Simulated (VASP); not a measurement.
# KYTl2F6 (Fm-3m) in VASP: single point with r2SCAN

Aim: the single point of KYTl2F6 with r2SCAN.

Program: VASP 6.6.1. These are calculated values, not measurements. Logs are shortened: lines on timing, memory, paths and dates and some standing lists are left out, and cuts for length are marked.

## (1) The cell of the first run

The structure is cubic, space group Fm-3m (No. 225). Conventional cell: a = 8.985 Å, b = 8.985 Å, c = 8.985 Å, α = 90.00°, β = 90.00°, γ = 90.00°. F (site symmetry 4mm) has 1 Y at 2.02 Å and 1 K at 2.47 Å within 2.7 Å. K (site symmetry m-3m) has 6 F at 2.47 Å within 3.3 Å. Within 2.7 Å of Y (site symmetry m-3m) lie 6 F at 2.02 Å. Tl (site symmetry -43m) has 12 F at 3.18 Å and 4 K at 3.89 Å and 4 Y at 3.89 Å within 4.2 Å.

## (2) Single point, r2SCAN

POSCAR

```
KYTl2F6
1.0
    0.0000000000      4.4925230000      4.4925230000
    4.4925230000      0.0000000000      4.4925230000
    4.4925230000      4.4925230000      0.0000000000
F K Y Tl
6 1 1 2
Direct
    0.7750000000      0.2250000000      0.2250000000
    0.2250000000      0.7750000000      0.2250000000
    0.2250000000      0.7750000000      0.7750000000
    0.7750000000      0.2250000000      0.7750000000
    0.2250000000      0.2250000000      0.7750000000
    0.7750000000      0.7750000000      0.2250000000
    0.5000000000      0.5000000000      0.5000000000
    0.0000000000      0.0000000000      0.0000000000
    0.2500000000      0.2500000000      0.2500000000
    0.7500000000      0.7500000000      0.7500000000
```

INCAR.step1

```
SYSTEM = KYTl2F6
PREC = Accurate
ENCUT = 520
ISMEAR = 1
SIGMA = 0.029
LREAL = .FALSE.
LASPH = .TRUE.
NELM = 60
NBANDS = 55
GGA = PE
ALGO = Normal
EDIFF = 1E-4
LWAVE = .TRUE.
LCHARG = .FALSE.
```

INCAR.step2

```
SYSTEM = KYTl2F6
PREC = Accurate
ENCUT = 520
EDIFF = 1E-6
ISMEAR = 1
SIGMA = 0.029
LREAL = .FALSE.
LASPH = .TRUE.
NELM = 60
ALGO = Normal
ISIF = 2
LWAVE = .FALSE.
LCHARG = .FALSE.
METAGGA = R2SCAN
LMIXTAU = .TRUE.
NBANDS = 55
ISTART = 1
```

KPOINTS

```
regular mesh
0
G
  5 5 5
  0 0 0
```

Potentials or basis: VASP PAW PBE potentials, release 64 (F, K_sv, Y_sv, Tl_d).

Command:

```
$ cat potpaw_PBE.64/F/POTCAR potpaw_PBE.64/K_sv/POTCAR potpaw_PBE.64/Y_sv/POTCAR potpaw_PBE.64/Tl_d/POTCAR > POTCAR
$ cp INCAR.step1 INCAR
$ mpirun -np 1 vasp_std > vasp.out
$ cp INCAR.step2 INCAR
$ mpirun -np 1 vasp_std > vasp.out
```

OUTCAR:

```text
SYSTEM = KYTl2F6
   PREC = Accurate
   ENCUT = 520
   EDIFF = 1E-6
   ISMEAR = 1
   LREAL = .FALSE.
   LASPH = .TRUE.
   NELM = 60
   ISIF = 2
   METAGGA = R2SCAN
   ISTART = 1

 ion  position               nearest neighbor table
   1  0.775  0.225  0.225-   8 2.02   7 2.47
   2  0.225  0.775  0.225-   8 2.02   7 2.47
   3  0.225  0.775  0.775-   8 2.02   7 2.47
   4  0.775  0.225  0.775-   8 2.02   7 2.47
   5  0.225  0.225  0.775-   8 2.02   7 2.47
   6  0.775  0.775  0.225-   8 2.02   7 2.47
   7  0.500  0.500  0.500-   1 2.47   2 2.47   3 2.47   4 2.47   5 2.47   6 2.47   9 3.89   9 3.89
                             9 3.89   9 3.89  10 3.89  10 3.89  10 3.89  10 3.89
   8  0.000  0.000  0.000-   1 2.02   2 2.02   3 2.02   4 2.02   5 2.02   6 2.02  10 3.89  10 3.89
                            10 3.89   9 3.89  10 3.89   9 3.89   9 3.89   9 3.89
   9  0.250  0.250  0.250-   8 3.89   8 3.89   8 3.89   7 3.89   8 3.89   7 3.89   7 3.89   7 3.89

  10  0.750  0.750  0.750-   7 3.89   7 3.89   7 3.89   7 3.89   8 3.89   8 3.89   8 3.89   8 3.89

  LATTYP: Found a face centered cubic cell.
 ALAT       =     8.9850460000

  Lattice vectors:

 A1 = (   0.0000000000,   4.4925230000,   4.4925230000)
 A2 = (   4.4925230000,   0.0000000000,   4.4925230000)
 A3 = (   4.4925230000,   4.4925230000,   0.0000000000)

Analysis of symmetry for initial positions (statically):
=====================================================================
 Subroutine PRICEL returns:
 Original cell was already a primitive cell.

 Routine SETGRP: Setting up the symmetry group for a
 face centered cubic supercell.

 Subroutine GETGRP returns: Found 48 space group operations
 (whereof 48 operations were pure point group operations)
 out of a pool of 48 trial point group operations.

The static configuration has the point symmetry O_h .

Analysis of symmetry for dynamics (positions and initial velocities):
=====================================================================
 Subroutine PRICEL returns:
 Original cell was already a primitive cell.

 Routine SETGRP: Setting up the symmetry group for a
 face centered cubic supercell.

 Subroutine GETGRP returns: Found 48 space group operations
 (whereof 48 operations were pure point group operations)
 out of a pool of 48 trial point group operations.

The dynamic configuration has the point symmetry O_h .

 Subroutine INISYM returns: Found 48 space group operations
 (whereof 48 operations are pure point group operations),
 and found     1 'primitive' translations

----------------------------------------------------------------------------------------

                                     Primitive cell

  volume of cell :     181.3431

  direct lattice vectors                    reciprocal lattice vectors
     0.000000000  4.492523000  4.492523000    -0.111296036  0.111296036  0.111296036
     4.492523000  0.000000000  4.492523000     0.111296036 -0.111296036  0.111296036
     4.492523000  4.492523000  0.000000000     0.111296036  0.111296036 -0.111296036

  length of vectors
     6.353386956  6.353386956  6.353386956     0.192770388  0.192770388  0.192770388

  position of ions in fractional coordinates (direct lattice)
     0.775000000  0.225000000  0.225000000
     0.225000000  0.775000000  0.225000000
     0.225000000  0.775000000  0.775000000
     0.775000000  0.225000000  0.775000000
     0.225000000  0.225000000  0.775000000
     0.775000000  0.775000000  0.225000000
     0.500000000  0.500000000  0.500000000
     0.000000000  0.000000000  0.000000000
     0.250000000  0.250000000  0.250000000
     0.750000000  0.750000000  0.750000000

  ion indices of the primitive-cell ions
   primitive index   ion index
                 1           1
                 2           2
                 3           3
                 4           4
                 5           5
                 6           6
                 7           7
                 8           8
                 9           9
                10          10

----------------------------------------------------------------------------------------

 KPOINTS: regular mesh

Automatic generation of k-mesh.
 Grid dimensions read from file:
 generate k-points for:    5    5    5

 Generating k-lattice:

  Cartesian coordinates                     Fractional coordinates (reciprocal lattice)
    -0.022259207  0.022259207  0.022259207     0.200000000  0.000000000  0.000000000
     0.022259207 -0.022259207  0.022259207     0.000000000  0.200000000  0.000000000
     0.022259207  0.022259207 -0.022259207     0.000000000  0.000000000  0.200000000

  Length of vectors
     0.038554078  0.038554078  0.038554078

  Shift w.r.t. Gamma in fractional coordinates (k-lattice)
     0.000000000  0.000000000  0.000000000

 Subroutine IBZKPT returns following result:
 ===========================================

 Found     10 irreducible k-points:

 Following reciprocal coordinates:
            Coordinates               Weight
  0.000000  0.000000  0.000000      1.000000
  0.200000  0.000000  0.000000      8.000000
  0.400000  0.000000  0.000000      8.000000
  0.200000  0.200000  0.000000      6.000000
  0.400000  0.200000  0.000000     24.000000
 -0.400000  0.200000  0.000000     24.000000
 -0.200000  0.200000  0.000000     12.000000
  0.400000  0.400000  0.000000      6.000000
 -0.400000  0.400000  0.000000     12.000000
 -0.400000  0.400000  0.200000     24.000000
   k-points           NKPTS =     10   k-points in BZ     NKDIM =     10   number of bands    NBANDS=     55
   number of dos      NEDOS =    301   number of ions     NIONS =     10
   total plane-waves  NPLWV = 110592
   dimension x,y,z NGX =    48 NGY =   48 NGZ =   48
   dimension x,y,z NGXF=    96 NGYF=   96 NGZF=   96
   ions per type =               6   1   1   2
   NGX,Y,Z   is equivalent  to a cutoff of  12.56, 12.56, 12.56 a.u.
   NGXF,Y,Z  is equivalent  to a cutoff of  25.12, 25.12, 25.12 a.u.
 SYSTEM =  KYTl2F6
   PREC   = accura    normal or accurate (medium, high low for compatibility)
   ISTART =      1    job   : 0-new  1-cont  2-samecut
   ICHARG =      0    charge: 1-file 2-atom 10-const
   ISPIN  =      1    spin polarized calculation?
   LNONCOLLINEAR =      F non collinear calculations
   LSORBIT =      F    spin-orbit coupling
   LASPH  =      T    aspherical Exc in radial PAW
   ENCUT  =  520.0 eV  38.22 Ry    6.18 a.u.  11.81 11.81 11.81*2*pi/ulx,y,z
   NELM   =     60;   NELMIN=  2; NELMDL=  0     # of ELM steps
   EDIFF  = 0.1E-05   stopping-criterion for ELM
   LREAL  =      F    real-space projection
   EDIFFG = 0.1E-04   stopping-criterion for IOM
   NSW    =      0    number of steps for IOM
   IBRION =     -1    ionic relax: 0-MD 1-quasi-New 2-CG
   NFREE  =      0    steps in history (QN), initial steepest desc. (CG)
   ISIF   =      2    stress and relaxation
   ISYM   =      2    0-nonsym 1-usesym 2-fastsym
   POTIM  = 0.5000    time-step for ionic-motion
   TEBEG  =    0.0;   TEEND  =   0.0 temperature during run
   PSTRESS=    0.0 pullay stress
   NELECT =      88.0000    total number of electrons
   NUPDOWN=      -1.0000    fix difference up-down
   EMIN   =  10.00;   EMAX   =-10.00  energy-range for DOS
   EFERMI =   0.00;   METHOD = LEGACY
   ISMEAR =     1;   SIGMA  =   0.03  broadening in eV -4-tet -1-fermi 0-gaus
   EFERMI_NEDOS =   21; number of points for ismear=-14 and -15
   IALGO  =     38    algorithm
   IMIX   =      4    mixing-type and parameters
     AMIX     =   0.40;   BMIX     =  1.00
     AMIX_MAG =   1.60;   BMIX_MAG =  1.00
  volume/ion in A,a.u.               =      18.13       122.38
  Fermi-wavevector in a.u.,A,eV,Ry     =   1.286477  2.431089 22.517962  1.655023
  Thomas-Fermi vector in A             =   2.418549
   LORBIT       =      0    0 simple, 1 ext, 2 COOP (PROOUT), +10 PAW based schemes
   METAGGA = R2SCAN    functional components
   LHFCALC =     F    Hartree Fock is set to
   AEXX    =    0.0000 exact exchange contribution
   IVDW    =     0    specifies the selected vdW correction
   LEPSILON=     F    determine dielectric tensor
   LRPA    =     F    only Hartree local field effects (RPA)
 non-spin polarized calculation
 Methfessel and Paxton  Order N= 1 SIGMA  =   0.03
  energy-cutoff  :      520.00
  volume of cell :      181.34
 maximum number of plane-waves:      4909
   NGX = 23   NGY = 23   NGZ = 23

 number of electron      87.9999967 magnetization

 Free energy of the ion-electron system (eV)
  ---------------------------------------------------
  ext. energy  EPLUGINS =         0.00000000
  ---------------------------------------------------
  free energy    TOTEN  =      -181.00124332 eV

  energy without entropy =     -181.00140481  energy(sigma->0) =     -181.00129715

 E-fermi :  -1.2074     XC(G=0):  -9.6595

 val. band max:       -1.2317736373   @ k =  -0.4000   0.4000   0.0000
 cond. band min:       4.0984193439   @ k =  -0.4000   0.4000   0.0000
 fundamental gap:      5.3301929812
 Fermi energy:        -1.2073597153

 k-point     1 :       0.0000    0.0000    0.0000
  band No.  band energies     occupation
      1     -39.1895      2.00000
      2     -27.3880      2.00000
      3     -23.1751      2.00000
      4     -23.1751      2.00000
      5     -23.1751      2.00000
      6     -22.2963      2.00000
[... 47 lines left out ...]
     54      10.2625      0.00000
     55      10.2625      0.00000

 k-point     2 :       0.2000    0.0000    0.0000
  band No.  band energies     occupation
      1     -39.1895      2.00000
      2     -27.3886      2.00000
      3     -23.1699      2.00000
      4     -23.1698      2.00000
      5     -23.1662      2.00000
      6     -22.3042      2.00000
[... 47 lines left out ...]
     54      10.9791      0.00000
     55      10.9795      0.00000
[... 404 lines left out ...]
     54      10.9977      0.00000
     55      11.4470      0.00000

 k-point    10 :      -0.4000    0.4000    0.2000
  band No.  band energies     occupation
      1     -39.1895      2.00000
      2     -27.3888      2.00000
      3     -23.1777      2.00000
      4     -23.1719      2.00000
      5     -23.1574      2.00000
      6     -22.3112      2.00000
[... 47 lines left out ...]
     54      11.3240      0.00000
     55      11.4752      0.00000

------------------------ aborting loop because EDIFF is reached ----------------------------------------

  FORCE on cell =-STRESS in cart. coord.  units (eV):
  Direction    XX          YY          ZZ          XY          YZ          ZX
  --------------------------------------------------------------------------------------
  -------------------------------------------------------------------------------------
  Total       11.4987861     11.4987861     11.4987861     -0.0000000     -0.0000000      0.0000000
  in kB      101.5925012    101.5925012    101.5925012     -0.0000000     -0.0000000      0.0000000
  external PRESSURE =     101.5925012 kB  Pullay stress =       0.0000000 kB

 VOLUME and BASIS-vectors are now :
 -----------------------------------------------------------------------------
  energy-cutoff  :      520.00
  volume of cell :      181.34
      direct lattice vectors                 reciprocal lattice vectors
     0.000000000  4.492523000  4.492523000    -0.111296036  0.111296036  0.111296036
     4.492523000  0.000000000  4.492523000     0.111296036 -0.111296036  0.111296036
     4.492523000  4.492523000  0.000000000     0.111296036  0.111296036 -0.111296036

 POSITION                                       TOTAL-FORCE (eV/Angst)
 -----------------------------------------------------------------------------------
      2.02164      4.49252      4.49252         2.568820     -0.000000     -0.000000
      4.49252      2.02164      4.49252         0.000000      2.568820     -0.000000
      6.96341      4.49252      4.49252        -2.568820     -0.000000     -0.000000
      4.49252      6.96341      4.49252         0.000000     -2.568820     -0.000000
      4.49252      4.49252      2.02164         0.000000     -0.000000      2.568820
      4.49252      4.49252      6.96341         0.000000     -0.000000     -2.568820
      4.49252      4.49252      4.49252         0.000000     -0.000000     -0.000000
      0.00000      0.00000      0.00000         0.000000     -0.000000     -0.000000
      2.24626      2.24626      2.24626         0.000000     -0.000000     -0.000000
      6.73878      6.73878      6.73878         0.000000     -0.000000     -0.000000
 -----------------------------------------------------------------------------------
    total drift:                               -0.000000     -0.000000     -0.000000

  FREE ENERGIE OF THE ION-ELECTRON SYSTEM (eV)
  ---------------------------------------------------
  free  energy   TOTEN  =      -181.0012433228 eV

  energy  without entropy=     -181.0014048114  energy(sigma->0) =     -181.00129715
```

Wall time 8.6 min (1 thread of Intel Xeon Platinum 8488C (Sapphire Rapids), shared host); peak memory 0.43 GiB.

What came out:

```
Free energy            : -181.0012 eV
Pressure               : 10.2 GPa
Largest force          : 2.569 eV/Å
Band gap on the k mesh : 5.33 eV
```

Forces on the atoms (eV/Å):
```
F    2.569  0.000  0.000
F    0.000  2.569  0.000
F   -2.569  0.000  0.000
F    0.000 -2.569  0.000
F    0.000  0.000  2.569
F    0.000  0.000 -2.569
K    0.000  0.000  0.000
Y    0.000  0.000  0.000
Tl   0.000  0.000  0.000
Tl   0.000  0.000  0.000
```

Levels at points of the mesh, in eV from the valence-band top:
| k point | band 40 | band 41 | band 42 | band 43 | band 44 | band 45 | band 46 | band 47 | band 48 | band 49 |
| --- | --- | --- | --- | --- | --- | --- | --- | --- | --- | --- |
| (0.00, 0.00, 0.00) | -0.64 | -0.64 | -0.40 | -0.40 | -0.40 | 6.96 | 6.96 | 6.96 | 8.41 | 8.41 |

Caveat: the cell stands under pressure; the PAW data sets were made with another functional, which shifts forces and pressure a little; spin-orbit coupling is left out, which moves the levels of the heavy elements; an odd mesh through Γ misses points on the zone boundary, where band edges can lie.
